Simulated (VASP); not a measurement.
## Ti2Co: single point with PBEsol

Ti2Co:

```
Ti Co
1.0
     0.00000    3.37114    3.37114
     3.37114    0.00000    3.37114
     3.37114    3.37114    0.00000
Ti Co
4 2
Direct
  0.12500 0.12500 0.12500
  0.62500 0.12500 0.12500
  0.12500 0.12500 0.62500
  0.12500 0.62500 0.12500
  0.50000 0.50000 0.50000
  0.75000 0.75000 0.75000
```

```json
{
  "Program": "VASP 6.6.1",
  "Task": "single point",
  "Functional": "PBEsol",
  "Potentials or basis": "VASP PAW PBE potentials, release 64 (Ti_sv, Co)",
  "Cutoff": "520 eV",
  "k mesh": "10 × 10 × 10",
  "Occupations": "gaussian, width 0.1 eV",
  "Spin": "collinear spin, ferromagnetic start",
  "Starting moments": "[0.0, 0.0, 0.0, 0.0, 0.8, 0.8] μB"
}
```

| Item | Value |
| --- | --- |
| Pressure | 14.8 GPa |
| Net moment | 1.17 μB per cell |
| Site moments | Ti +0.04; Co +0.54 μB |
| Valence electrons inside the program's atomic spheres | Ti 10.78; Co 8.11 |

Levels at points of the mesh, in eV from the Fermi level:
Spin up:
```
           k point  band 30  band 31  band 32  band 33  band 34  band 35  band 36  band 37  band 38  band 39
(0.00, 0.00, 0.00)    -1.19    -1.19    -0.11    -0.11    -0.11    -0.08    -0.08     3.99     3.99     3.99
(0.50, 0.00, 0.00)    -0.67    -0.57    -0.57    -0.13    -0.13     0.95     0.95     1.12     1.62     1.73
(0.50, 0.50, 0.00)    -0.59    -0.58    -0.58     0.31     0.31     0.54     0.54     1.56     1.56     1.75
```
Spin down:
| k point | band 29 | band 30 | band 31 | band 32 | band 33 | band 34 | band 35 | band 36 |
| --- | --- | --- | --- | --- | --- | --- | --- | --- |
| (0.00, 0.00, 0.00) | -0.81 | -0.81 | -0.81 | 0.20 | 0.20 | 0.23 | 0.23 | 0.23 |
| (0.50, 0.00, 0.00) | -0.43 | -0.41 | -0.41 | -0.14 | -0.10 | -0.10 | 1.17 | 1.24 |
| (0.50, 0.50, 0.00) | -0.58 | -0.58 | -0.13 | -0.13 | 0.45 | 0.45 | 0.88 | 0.88 |

Run time: 14 min on 1 thread of Intel Xeon 8259CL (shared host), peak memory 0.4 GiB.

Caveat: the cell stands under pressure; the PAW data sets were made with another functional, which shifts forces and pressure a little.
